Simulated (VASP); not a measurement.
# NaCl (P6_3/mmc) in VASP: single point with PBE-based screened hybrid with 35 % exact exchange

Aim: the single point of NaCl with PBE-based screened hybrid with 35 % exact exchange.

Program: VASP 6.6.1. These are calculated values, not measurements. Logs are shortened: lines on timing, memory, paths and dates and some standing lists are left out, and cuts for length are marked.

## Step 1: The cell of the first run

Symmetry: P6_3/mmc, No. 194, hexagonal system. The conventional cell has a = 3.892 Å, b = 3.892 Å, c = 6.737 Å, α = 90.00°, β = 90.00°, γ = 120.00°. Na (site symmetry -3m) has 6 Cl at 2.81 Å and 2 Na at 3.37 Å within 3.7 Å. Within 3.7 Å of Cl (site symmetry -6m2) lie 6 Na at 2.81 Å.

## Step 2: Single point, PBE-based screened hybrid with 35 % exact exchange

Input file POSCAR:

```
NaCl
1.0
    3.8922715004      0.0000000000      0.0000000000
   -1.9461357502      3.3708059977      0.0000000000
    0.0000000000      0.0000000000      6.7368164122
Na Cl
2 2
Direct
    0.0000000000      0.0000000000      0.0000000000
    0.0000000000      0.0000000000      0.5000000000
    0.3333333333      0.6666666667      0.2500000000
    0.6666666667      0.3333333333      0.7500000000
```

Input file INCAR.step1:

```
SYSTEM = NaCl
PREC = Accurate
ENCUT = 520
EDIFF = 1E-5
ISMEAR = 0
SIGMA = 0.01
LREAL = .False.
LASPH = .True.
NELM = 100
ALGO = Normal
ISIF = 2
LWAVE = .True.
NBANDS = 22
GGA = PE
```

Input file INCAR.step2:

```
SYSTEM = NaCl
PREC = Accurate
ENCUT = 520
EDIFF = 1E-7
ISMEAR = 0
SIGMA = 0.01
LREAL = .False.
LASPH = .True.
NELM = 100
ALGO = Normal
ISIF = 2
LWAVE = .False.
LCHARG = .True.
GGA = PE
LHFCALC = .True.
AEXX = 0.35
HFSCREEN = 0.3
PRECFOCK = Normal
LELF = .True.
LVHAR = .True.
NBANDS = 22
ISTART = 1
```

Input file KPOINTS:

```
regular mesh
0
Gamma
  6 6 2
  0 0 0
```

Potentials or basis: VASP PAW PBE potentials, release 64 (Na_pv, Cl).

Started as:

```console
$ cat potpaw_PBE.64/Na_pv/POTCAR potpaw_PBE.64/Cl/POTCAR > POTCAR
$ cp INCAR.step1 INCAR
$ mpirun -np 1 vasp_std > vasp.out
$ cp INCAR.step2 INCAR
$ mpirun -np 1 vasp_std > vasp.out
```

OUTCAR:

```text
SYSTEM = NaCl
   PREC = Accurate
   ENCUT = 520
   EDIFF = 1E-7
   ISMEAR = 0
   LREAL = .False.
   LASPH = .True.
   NELM = 100
   ISIF = 2
   GGA = PE
   LHFCALC = .True.
   AEXX = 0.35
   HFSCREEN = 0.3
   PRECFOCK = Normal
   ISTART = 1

 ion  position               nearest neighbor table
   1  0.000  0.000  0.000-
   2  0.000  0.000  0.500-
   3  0.333  0.667  0.250-
   4  0.667  0.333  0.750-

  LATTYP: Found a hexagonal cell.
 ALAT       =     3.8922715004
 C/A-ratio  =     1.7308187292

  Lattice vectors:

 A1 = (   3.8922715004,   0.0000000000,   0.0000000000)
 A2 = (  -1.9461357502,   3.3708059977,   0.0000000000)
 A3 = (   0.0000000000,   0.0000000000,   6.7368164122)

Analysis of symmetry for initial positions (statically):
=====================================================================
 Subroutine PRICEL returns:
 Original cell was already a primitive cell.

 Routine SETGRP: Setting up the symmetry group for a
 hexagonal supercell.

 Subroutine GETGRP returns: Found 24 space group operations
 (whereof 12 operations were pure point group operations)
 out of a pool of 24 trial point group operations.

The static configuration has the point symmetry D_3d.
 The point group associated with its full space group is D_6h.

Analysis of symmetry for dynamics (positions and initial velocities):
=====================================================================
 Subroutine PRICEL returns:
 Original cell was already a primitive cell.

 Routine SETGRP: Setting up the symmetry group for a
 hexagonal supercell.

 Subroutine GETGRP returns: Found 24 space group operations
 (whereof 12 operations were pure point group operations)
 out of a pool of 24 trial point group operations.

The dynamic configuration has the point symmetry D_3d.
 The point group associated with its full space group is D_6h.

 Subroutine INISYM returns: Found 24 space group operations
 (whereof 12 operations are pure point group operations),
 and found     1 'primitive' translations

----------------------------------------------------------------------------------------

                                     Primitive cell

  volume of cell :      88.3877

  direct lattice vectors                    reciprocal lattice vectors
     3.892271500  0.000000000  0.000000000     0.256919385  0.148332476  0.000000000
    -1.946135750  3.370805998  0.000000000     0.000000000  0.296664952  0.000000000
     0.000000000  0.000000000  6.736816412     0.000000000  0.000000000  0.148438066

  length of vectors
     3.892271500  3.892271500  6.736816412     0.296664952  0.296664952  0.148438066

  position of ions in fractional coordinates (direct lattice)
     0.000000000  0.000000000  0.000000000
     0.000000000  0.000000000  0.500000000
     0.333333333  0.666666667  0.250000000
     0.666666667  0.333333333  0.750000000

  ion indices of the primitive-cell ions
   primitive index   ion index
                 1           1
                 2           2
                 3           3
                 4           4

----------------------------------------------------------------------------------------

 KPOINTS: regular mesh

Automatic generation of k-mesh.
 Grid dimensions read from file:
 generate k-points for:    6    6    2

 Generating k-lattice:

  Cartesian coordinates                     Fractional coordinates (reciprocal lattice)
     0.042819897  0.024722079  0.000000000     0.166666667  0.000000000  0.000000000
     0.000000000  0.049444159  0.000000000     0.000000000  0.166666667  0.000000000
     0.000000000  0.000000000  0.074219033     0.000000000  0.000000000  0.500000000

  Length of vectors
     0.049444159  0.049444159  0.074219033

  Shift w.r.t. Gamma in fractional coordinates (k-lattice)
     0.000000000  0.000000000  0.000000000

 Subroutine IBZKPT returns following result:
 ===========================================

 Found     14 irreducible k-points:

 Following reciprocal coordinates:
            Coordinates               Weight
  0.000000  0.000000  0.000000      1.000000
  0.166667  0.000000  0.000000      6.000000
  0.333333  0.000000  0.000000      6.000000
  0.500000  0.000000  0.000000      3.000000
  0.166667  0.166667  0.000000      6.000000
  0.333333  0.166667  0.000000     12.000000
  0.333333  0.333333  0.000000      2.000000
  0.000000  0.000000  0.500000      1.000000
  0.166667  0.000000  0.500000      6.000000
  0.333333  0.000000  0.500000      6.000000
  0.500000  0.000000  0.500000      3.000000
  0.166667  0.166667  0.500000      6.000000
  0.333333  0.166667  0.500000     12.000000
  0.333333  0.333333  0.500000      2.000000
   k-points           NKPTS =     14   k-points in BZ     NKDIM =     72   number of bands    NBANDS=     22
   number of dos      NEDOS =    301   number of ions     NIONS =      4
   total plane-waves  NPLWV =  45000
   dimension x,y,z NGX =    30 NGY =   30 NGZ =   50
   dimension x,y,z NGXF=    60 NGYF=   60 NGZF=  100
   ions per type =               2   2
   NGX,Y,Z   is equivalent  to a cutoff of  12.81, 12.81, 12.34 a.u.
   NGXF,Y,Z  is equivalent  to a cutoff of  25.63, 25.63, 24.68 a.u.
 SYSTEM =  NaCl
   PREC   = accura    normal or accurate (medium, high low for compatibility)
   ISTART =      1    job   : 0-new  1-cont  2-samecut
   ICHARG =      0    charge: 1-file 2-atom 10-const
   ISPIN  =      1    spin polarized calculation?
   LNONCOLLINEAR =      F non collinear calculations
   LSORBIT =      F    spin-orbit coupling
   LASPH  =      T    aspherical Exc in radial PAW
   ENCUT  =  520.0 eV  38.22 Ry    6.18 a.u.   7.24  7.24 12.53*2*pi/ulx,y,z
   NELM   =    100;   NELMIN=  2; NELMDL=  0     # of ELM steps
   EDIFF  = 0.1E-06   stopping-criterion for ELM
   LREAL  =      F    real-space projection
   EDIFFG = 0.1E-05   stopping-criterion for IOM
   NSW    =      0    number of steps for IOM
   IBRION =     -1    ionic relax: 0-MD 1-quasi-New 2-CG
   NFREE  =      0    steps in history (QN), initial steepest desc. (CG)
   ISIF   =      2    stress and relaxation
   ISYM   =      3    0-nonsym 1-usesym 2-fastsym
   POTIM  = 0.5000    time-step for ionic-motion
   TEBEG  =    0.0;   TEEND  =   0.0 temperature during run
   PSTRESS=    0.0 pullay stress
   NELECT =      28.0000    total number of electrons
   NUPDOWN=      -1.0000    fix difference up-down
   EMIN   =  10.00;   EMAX   =-10.00  energy-range for DOS
   EFERMI =   0.00;   METHOD = LEGACY
   ISMEAR =     0;   SIGMA  =   0.01  broadening in eV -4-tet -1-fermi 0-gaus
   EFERMI_NEDOS =   21; number of points for ismear=-14 and -15
   IALGO  =     38    algorithm
   IMIX   =      1    mixing-type and parameters
     AMIX     =   0.40;   BMIX     =  1.00
     AMIX_MAG =   1.60;   BMIX_MAG =  1.00
  volume/ion in A,a.u.               =      22.10       149.12
  Fermi-wavevector in a.u.,A,eV,Ry     =   1.115999  2.108932 16.945415  1.245453
  Thomas-Fermi vector in A             =   2.252608
   LORBIT       =      0    0 simple, 1 ext, 2 COOP (PROOUT), +10 PAW based schemes
   GGA     = PE    functional components
   LHFCALC =     T    Hartree Fock is set to
   PRECFOCK=normal    Normal, Fast or Accurate (Low or Medium for compatibility)
   ENCUT4O =  -1.0   cutoff for four orbital integrals eV
   NKREDX  =     1    reduce k-point grid by
   NKREDY  =     1    reduce k-point grid by
   NKREDZ  =     1    reduce k-point grid by
   AEXX    =    0.3500 exact exchange contribution
   HFSCREEN=    0.3000 screening length (either q_TF or 0.3 A-1)
   HFSCREENC=   0.3000 screening length for correlation (either q_TF or 0.3 A-1)
   ENCUTFOCK=  -1.0 apply spherical cutoff to Coloumb kernel
   IVDW    =     0    specifies the selected vdW correction
   LEPSILON=     F    determine dielectric tensor
   LRPA    =     F    only Hartree local field effects (RPA)
 non-spin polarized calculation
 Gauss-broadening in eV      SIGMA  =   0.01
  energy-cutoff  :      520.00
  volume of cell :       88.39
 maximum number of plane-waves:      2419
 NGX is ok and might be reduce to    30
  NGX = 24; NGY = 24; NGZ = 40

 number of electron      27.9999995 magnetization

 Free energy of the ion-electron system (eV)
  ---------------------------------------------------
  ext. energy  EPLUGINS =         0.00000000
  ---------------------------------------------------
  free energy    TOTEN  =       -16.05025942 eV

  energy without entropy =      -16.05025942  energy(sigma->0) =      -16.05025942

 E-fermi :  -1.6811     XC(G=0):  -6.4919

 val. band max:       -1.7477807541   @ k =   0.0000   0.0000   0.0000
 cond. band min:       4.9057960333   @ k =   0.0000   0.0000   0.0000
 fundamental gap:      6.6535767875
 Fermi energy:        -1.6810868161

 k-point     1 :       0.0000    0.0000    0.0000
  band No.  band energies     occupation
      1     -25.5878      2.00000
      2     -25.5371      2.00000
      3     -25.5371      2.00000
      4     -25.5309      2.00000
      5     -25.5309      2.00000
      6     -25.5279      2.00000
[... 14 lines left out ...]
     21      11.7402      0.00000
     22      11.7402      0.00000

 k-point     2 :       0.1667    0.0000    0.0000
  band No.  band energies     occupation
      1     -25.5849      2.00000
      2     -25.5437      2.00000
      3     -25.5383      2.00000
      4     -25.5355      2.00000
      5     -25.5319      2.00000
      6     -25.5271      2.00000
[... 14 lines left out ...]
     21      11.7404      0.00000
     22      12.0054      0.00000

 k-point     3 :       0.3333    0.0000    0.0000
  band No.  band energies     occupation
      1     -25.5795      2.00000
      2     -25.5565      2.00000
      3     -25.5447      2.00000
      4     -25.5409      2.00000
      5     -25.5339      2.00000
      6     -25.5256      2.00000
[... 14 lines left out ...]
     21      11.3395      0.00000
     22      13.2800      0.00000
[... 226 lines left out ...]
 k-point    13 :       0.3333    0.1667    0.5000
  band No.  band energies     occupation
      1     -25.5539      2.00000
      2     -25.5539      2.00000
      3     -25.5501      2.00000
      4     -25.5501      2.00000
      5     -25.5414      2.00000
      6     -25.5414      2.00000
[... 14 lines left out ...]
     21      11.7231      0.00000
     22      11.7231      0.00000

 k-point    14 :       0.3333    0.3333    0.5000
  band No.  band energies     occupation
      1     -25.5503      2.00000
      2     -25.5503      2.00000
      3     -25.5499      2.00000
      4     -25.5499      2.00000
      5     -25.5477      2.00000
      6     -25.5477      2.00000
[... 14 lines left out ...]
     21      11.5261      0.00000
     22      11.5261      0.00000

------------------------ aborting loop because EDIFF is reached ----------------------------------------

  FORCE on cell =-STRESS in cart. coord.  units (eV):
  Direction    XX          YY          ZZ          XY          YZ          ZX
  --------------------------------------------------------------------------------------
  -------------------------------------------------------------------------------------
  Total        0.2782504      0.2782504      0.2941637      0.0000000      0.0000000      0.0000000
  in kB        5.0437647      5.0437647      5.3322205      0.0000000      0.0000000      0.0000000
  external PRESSURE =       5.1399166 kB  Pullay stress =       0.0000000 kB

 VOLUME and BASIS-vectors are now :
 -----------------------------------------------------------------------------
  energy-cutoff  :      520.00
  volume of cell :       88.39
      direct lattice vectors                 reciprocal lattice vectors
     3.892271500  0.000000000  0.000000000     0.256919385  0.148332476  0.000000000
    -1.946135750  3.370805998  0.000000000     0.000000000  0.296664952  0.000000000
     0.000000000  0.000000000  6.736816412     0.000000000  0.000000000  0.148438066

 POSITION                                       TOTAL-FORCE (eV/Angst)
 -----------------------------------------------------------------------------------
      0.00000      0.00000      0.00000         0.000000      0.000000      0.000000
      0.00000      0.00000      3.36841         0.000000      0.000000      0.000000
     -0.00000      2.24720      1.68420        -0.000000      0.000000      0.000000
      1.94614      1.12360      5.05261         0.000000     -0.000000     -0.000000
 -----------------------------------------------------------------------------------
    total drift:                               -0.000001      0.000001      0.000001

  FREE ENERGIE OF THE ION-ELECTRON SYSTEM (eV)
  ---------------------------------------------------
  free  energy   TOTEN  =       -16.0502594178 eV

  energy  without entropy=      -16.0502594178  energy(sigma->0) =      -16.05025942
```

It took 81 min on 1 thread of AMD EPYC 7R43 (Zen 3), shared host; peak memory 0.29 GiB.

What came out:

```yaml
Free_energy: -16.0503 eV
Pressure: 0.5 GPa
Band_gap_on_the_k_mesh: 6.65 eV
```

Caveat: the k points lie up to 0.47 Å⁻¹ apart; the PAW data sets were made with another functional, which shifts forces and pressure a little.
